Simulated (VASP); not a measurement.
# In (P6_3/mmc) in VASP: further runs, part 2 of 2

VASP 6.6.1.

**5. Single point, r2SCANh**

This run uses another cell than the first one, of 25.48 Å³/atom.

Contents of POSCAR:

```
In
1.0
    3.2904051372      0.0000000000      0.0000000000
   -1.6452025686      2.8495744376      0.0000000000
    0.0000000000      0.0000000000      5.4346859154
In
2
Direct
    0.6666666667      0.3333333333      0.7500000000
    0.3333333333      0.6666666667      0.2500000000
```

Contents of INCAR.step1:

```
SYSTEM = In
ALGO = Normal ; EDIFF = 1E-5
ENCUT = 440 ; GGA = PE
GGA_COMPAT = .FALSE. ; ISIF = 2
ISMEAR = -1 ; LASPH = .TRUE.
LCHARG = .FALSE. ; LREAL = .FALSE.
LWAVE = .TRUE. ; NBANDS = 20
NELM = 120 ; PREC = Accurate
SIGMA = 0.05
```

Contents of INCAR.step2:

```
SYSTEM = In
AEXX = 0.1 ; ALGO = Normal
EDIFF = 1E-6 ; ENCUT = 440
GGA_COMPAT = .FALSE. ; ISIF = 2
ISMEAR = -1 ; ISTART = 1
LASPH = .TRUE. ; LCHARG = .FALSE.
LHFCALC = .TRUE. ; LMIXTAU = .TRUE.
LREAL = .FALSE. ; LWAVE = .FALSE.
METAGGA = R2SCAN ; NBANDS = 20
NELM = 120 ; PREC = Accurate
PRECFOCK = Normal ; SIGMA = 0.05
```

Contents of KPOINTS:

```
k-points
0
G
  5 5 3
  0 0 0
```

Potentials or basis: VASP PAW PBE potentials, release 64 (In_d).

On the command line:

```console
$ cat potpaw_PBE.64/In_d/POTCAR > POTCAR
$ cp INCAR.step1 INCAR
$ mpirun -np 1 vasp_std > vasp.out
$ cp INCAR.step2 INCAR
$ mpirun -np 1 vasp_std > vasp.out
```

OUTCAR:

```text
SYSTEM = In
   AEXX = 0.1
   EDIFF = 1E-6
   ENCUT = 440
   ISIF = 2
   ISMEAR = -1
   ISTART = 1
   LASPH = .TRUE.
   LHFCALC = .TRUE.
   LREAL = .FALSE.
   METAGGA = R2SCAN
   NELM = 120
   PREC = Accurate
   PRECFOCK = Normal

 ion  position               nearest neighbor table
   1  0.667  0.333  0.750-   2 3.32   2 3.32   2 3.32   2 3.32   2 3.32   2 3.32
   2  0.333  0.667  0.250-   1 3.32   1 3.32   1 3.32   1 3.32   1 3.32   1 3.32

  LATTYP: Found a hexagonal cell.
 ALAT       =     3.2904051372
[... 415 lines left out ...]

  FORCE on cell =-STRESS in cart. coord.  units (eV):
  Direction    XX          YY          ZZ          XY          YZ          ZX
  --------------------------------------------------------------------------------------
  -------------------------------------------------------------------------------------
  Total        0.3103887      0.3103887      0.4139709      0.0000000      0.0000000      0.0000000
  in kB        9.7591641      9.7591641     13.0159721      0.0000000      0.0000000      0.0000000
  external PRESSURE =      10.8447667 kB  Pullay stress =       0.0000000 kB

 VOLUME and BASIS-vectors are now :
 -----------------------------------------------------------------------------
  energy-cutoff  :      440.00
  volume of cell :       50.96
      direct lattice vectors                 reciprocal lattice vectors
     3.290405137  0.000000000  0.000000000     0.303913943  0.175464797  0.000000000
    -1.645202569  2.849574438  0.000000000     0.000000000  0.350929594  0.000000000
     0.000000000  0.000000000  5.434685915     0.000000000  0.000000000  0.184003274

 POSITION                                       TOTAL-FORCE (eV/Angst)
 -----------------------------------------------------------------------------------
      1.64520      0.94986      4.07601         0.000000      0.000000      0.000000
     -0.00000      1.89972      1.35867        -0.000000     -0.000000     -0.000000
 -----------------------------------------------------------------------------------
    total drift:                               -0.000000      0.000000     -0.000000

  FREE ENERGIE OF THE ION-ELECTRON SYSTEM (eV)
  ---------------------------------------------------
  free  energy   TOTEN  =       -41.7366084541 eV

  energy  without entropy=      -41.7262703849  energy(sigma->0) =      -41.73143942
```

OUTCAR.step1:

```text
SYSTEM = In
   EDIFF = 1E-5
   ENCUT = 440
   GGA = PE
   ISIF = 2
   ISMEAR = -1
   LASPH = .TRUE.
[... 437 lines left out ...]
      1.64520      0.94986      4.07601        -0.000000      0.000000      0.000000
     -0.00000      1.89972      1.35867         0.000000     -0.000000     -0.000000
 -----------------------------------------------------------------------------------
    total drift:                               -0.000000      0.000000      0.000000

  FREE ENERGIE OF THE ION-ELECTRON SYSTEM (eV)
  ---------------------------------------------------
  free  energy   TOTEN  =        -5.1033655991 eV

  energy  without entropy=       -5.0928369875  energy(sigma->0) =       -5.09810129
```

OSZICAR.step1:

```text
N       E                     dE             d eps       ncg     rms          rms(c)
DAV:   1     0.199992995488E+03    0.19999E+03   -0.12183E+04   408   0.169E+03
DAV:   2     0.915439119080E+01   -0.19084E+03   -0.18704E+03   400   0.356E+02
DAV:   3    -0.476493419863E+01   -0.13919E+02   -0.13852E+02   468   0.113E+02
DAV:   4    -0.514299197289E+01   -0.37806E+00   -0.37794E+00   504   0.203E+01
DAV:   5    -0.516461078693E+01   -0.21619E-01   -0.21618E-01   572   0.396E+00    0.350E+00
DAV:   6    -0.511426417583E+01    0.50347E-01   -0.86202E-02   536   0.496E+00    0.166E+00
DAV:   7    -0.510404508165E+01    0.10219E-01   -0.26631E-02   548   0.247E+00    0.365E-01
DAV:   8    -0.510334320494E+01    0.70188E-03   -0.20848E-03   516   0.605E-01    0.309E-02
DAV:   9    -0.510336108955E+01   -0.17885E-04   -0.52723E-05   476   0.527E-02    0.172E-02
DAV:  10    -0.510336559911E+01   -0.45096E-05   -0.44914E-06   240   0.311E-02
   1 F= -.51033656E+01 E0= -.50981013E+01  d E =-.105286E-01
```

It took 28 min on 1 thread of Oxide Virtual Turin-like, shared host; peak memory 0.14 GiB.

What came out:

```yaml
Free_energy: -41.7366 eV
Pressure: 1.1 GPa
Band_gap_on_the_k_mesh: zero (bands 13 and 14 overlap by 2.76 eV)
```

Levels at points of the mesh, in eV from the Fermi level:
```csv
k point,band 10,band 11,band 12,band 13,band 14,band 15,band 16,band 17
"(0.00, 0.00, 0.00)",-16.01,-11.07,-5.14,-4.27,9.44,9.44,11.39,11.39
```

Caveat: the k points lie up to 0.44 Å⁻¹ apart, too coarse for converged energies and pressures of a metal; the PAW data sets were made with another functional, which shifts forces and pressure a little; spin-orbit coupling is left out, which moves the levels of the heavy elements.

**6. Summary**

```tsv
level	cell	cutoff (eV)	share of exact exchange	screening parameter	gap on the mesh (eV)	pressure (GPa)
PBE-based screened hybrid with 25 % exact exchange	a = 3.335, b = 3.335, c = 5.509 Å, angles 90.0, 90.0, 120.0°, 2 atoms	400	0.25	0.3 1/Å	none	0.1
PBE-based screened hybrid with 25 % exact exchange	a = 3.358, b = 3.358, c = 5.546 Å, angles 90.0, 90.0, 120.0°, 2 atoms	400	0.25	0.3 1/Å	none	-0.7
r2SCANh	a = 3.267, b = 3.267, c = 5.397 Å, angles 90.0, 90.0, 120.0°, 2 atoms	440	0.1	-	none	2.2
r2SCANh	a = 3.290, b = 3.290, c = 5.435 Å, angles 90.0, 90.0, 120.0°, 2 atoms	440	0.1	-	none	1.1
```

Alike in all rows: task single point; potentials or basis VASP PAW PBE potentials, release 64 (In_d); no spin polarisation; k mesh 5 × 5 × 3; smearing fermi-dirac 0.05 eV.

Caveats: all runs use coarse meshes; the PAW data sets were made with another functional, which shifts forces and pressure a little; spin-orbit coupling is left out, which moves the levels of the heavy elements.

Absolute energies hang on the potentials; compare differences alone.
